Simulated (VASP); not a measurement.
Write the native input for VASP 6.6.1 that does the following.

```yaml
Task: electric field gradients
Functional: PBE
Potentials_or_basis: VASP PAW PBE potentials, release 64 (Ni)
Cutoff: 520 eV
k_mesh: 20 × 20 × 20
Occupations: fermi-dirac, width 0.05 eV
Spin: collinear spin, ferromagnetic start
Starting_moments: "[1.5] μB"
Dipole_correction: no
Further_INCAR_settings: ALGO = Normal; EDIFF = 1e-08; NBANDS = 15
```

The structure of Ni lies in POSCAR:

```
Ni
1.0
    0.0000000000      1.7620370796      1.7620370796
    1.7620370796      0.0000000000      1.7620370796
    1.7620370796      1.7620370796      0.0000000000
Ni
1
Direct
    0.0000000000      0.0000000000      0.0000000000
```

The input as run:

INCAR

```
ALGO     = Normal         # electronic algorithm
EDIFF    = 1E-8           # SCF threshold, eV
ENCUT    = 520            # plane-wave cutoff, eV
GGA      = PE             # functional
ISIF     = 2              # what is computed and relaxed
ISMEAR   = -1             # smearing method
ISPIN    = 2              # spin polarisation
LASPH    = T              # aspherical terms in the spheres
LCHARG   = F              # write CHGCAR
LEFG     = T            
LMAXMIX  = 4              # l up to which the mixer works
LORBIT   = 11             # projections on sites
LREAL    = F              # projectors in reciprocal space
LWAVE    = F              # write WAVECAR
MAGMOM   = 1.5            # initial moments
NBANDS   = 15             # bands
NELM     = 150            # most SCF steps
PREC     = Accurate       # precision mode
SIGMA    = 0.05           # smearing width, eV
```

KPOINTS

```
k-points
0
Gamma
  20 20 20
```

Potentials or basis: VASP PAW PBE potentials, release 64 (Ni).

Launch:

```sh
$ cat potpaw_PBE.64/Ni/POTCAR > POTCAR
$ mpirun -np 1 vasp_std > vasp.out
```

It gave:

```yaml
Pressure: -0.9 GPa
Net_moment: 0.63 μB per cell
Site_moments: Ni +0.64 μB
Largest_electric_field_gradient_by_atom: under 0.05 V/Å² on every atom
Valence_electrons_inside_the_program's_atomic_spheres: Ni 9.30
```

It took 87 s on 1 thread of Intel(R) Xeon(R) Platinum 8488C (Sapphire Rapids), with other jobs on the host, peak memory 0.18 GiB.
